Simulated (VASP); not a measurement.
## Rh: single point with r2SCAN

Rh:

```
Rh
1.0
    -0.79860    1.59720    1.59720
     1.59720   -0.79860    1.59720
     1.59720    1.59720   -0.79860
Rh
1
Direct
  0.00000 0.00000 0.00000
```

This cell differs from its parent crystal: ratio of the length along [111] to the lengths across it x 0.5, volume and fractional coordinates fixed.

```yaml
Program: VASP 6.6.1
Task: single point
Functional: r2SCAN
Potentials_or_basis: VASP PAW PBE potentials, release 64 (Rh_pv)
Cutoff: 520 eV
k_mesh: 24 × 24 × 24
Occupations: gaussian, width 0.15 eV
Spin: no spin polarisation
```

```json
{
 "Pressure": "43.2 GPa"
}
```

Levels at points of the mesh, in eV from the Fermi level:
```csv
k point,band 3,band 4,band 5,band 6,band 7,band 8,band 9,band 10,band 11,band 12
"(0.00, 0.00, 0.00)",-47.65,-7.98,-6.71,-6.71,1.02,1.02,1.02,18.07,18.92,18.92
"(0.50, 0.00, 0.00)",-47.54,-5.89,-5.34,-1.85,-1.85,-0.17,1.30,7.96,18.07,18.52
"(0.50, 0.50, 0.00)",-47.43,-7.41,-4.66,-1.30,-1.30,3.13,6.53,6.53,15.38,17.15
"(0.50, 0.50, 0.50)",-48.61,-5.95,-5.95,-5.95,3.32,3.32,10.45,14.53,14.53,14.53
```

Run time: 2.4 min on 1 thread of Intel(R) Xeon(R) Platinum 8375C CPU @ 2.90GHz (Ice Lake), on a shared host, peak memory 0.19 GiB.

Caveat: the PAW data sets were made with another functional, which shifts forces and pressure a little.
